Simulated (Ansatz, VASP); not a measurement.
## TaN: VASP beside Ansatz

The input INCAR:

```
SYSTEM = TaN
  ALGO = Normal
  EDIFF = 1E-8
  ENCUT = 520
  GGA = CA
  ISIF = 2
  ISMEAR = -1
  LASPH = .True.
  LCHARG = .False.
  LEFG = .True.
  LREAL = .False.
  LWAVE = .False.
  NBANDS = 15
  NELM = 60
  PREC = Accurate
  SIGMA = 0.02
```

File KPOINTS:

```
k-points
0
Gamma
  12 12 10
  0 0 0
```

The input POSCAR:

```
TaN
1.0
    2.9379988584      0.0000000000      0.0000000000
   -1.4689994292      2.5443816477      0.0000000000
    0.0000000000      0.0000000000      2.8253400000
Ta N
1 1
Direct
    0.3333333333      0.6666666667      0.5000000000
    0.0000000000      0.0000000000      0.0000000000
```

Input for Ansatz:

```yaml
crystal:
  lattice:
    - [2.9379988584, 0.0, 0.0]
    - [-1.4689994292, 2.5443816477, 0.0]
    - [0.0, 0.0, 2.82534]
  atoms:
    - { symbol: Ta, position: [0.3333333333, 0.6666666667, 0.5] }
    - { symbol: "N", position: [0.0, 0.0, 0.0] }
kpoints:
  mp_grid: { grid: [12, 12, 10] }
scf:
  occupations: { method: fermi_dirac, width: 0.02 }
hamiltonian:
  xc: lda
  pseudopotentials: { kind: all_electron, datasets: crystal }
output:
  forces: true
  stress: true
  eigenvalues: true
  efg: { contact_densities: true }
```

Change from the starting cell: zz strain of -2 %, crystal datasets.

Alike in both runs: task electric field gradients; functional LDA; k mesh 12 × 12 × 10; occupations fermi-dirac, width 0.02 eV; no spin polarisation.

```csv
,VASP,Ansatz
version,VASP 6.6.1,Ansatz 0.2.0
potentials or method,"VASP PAW LDA potentials, release 64 (Ta_pv, N), cutoff 520 eV","all-electron PAW with datasets made for the crystal, scalar-relativistic"
```

Ansatz gave:

- pressure (GPa): -3.9
- traceless stress, the component that is largest in VASP (GPa): 8.42
- size of Vzz on the site where it differs most (V/Å²): 39.7

Question: What did VASP give for the same quantities?

Answer: Pressure (GPa): -1.9; traceless stress, the component that is largest in VASP (GPa): 8.64; size of Vzz on the site where it differs most (V/Å²): 1.1.

LDA's correlation is that of Perdew and Zunger in VASP and of Perdew and Wang (1992) in Ansatz. Ansatz ran all-electron here, and VASP with PAW potentials.

Spin-orbit coupling is off throughout.
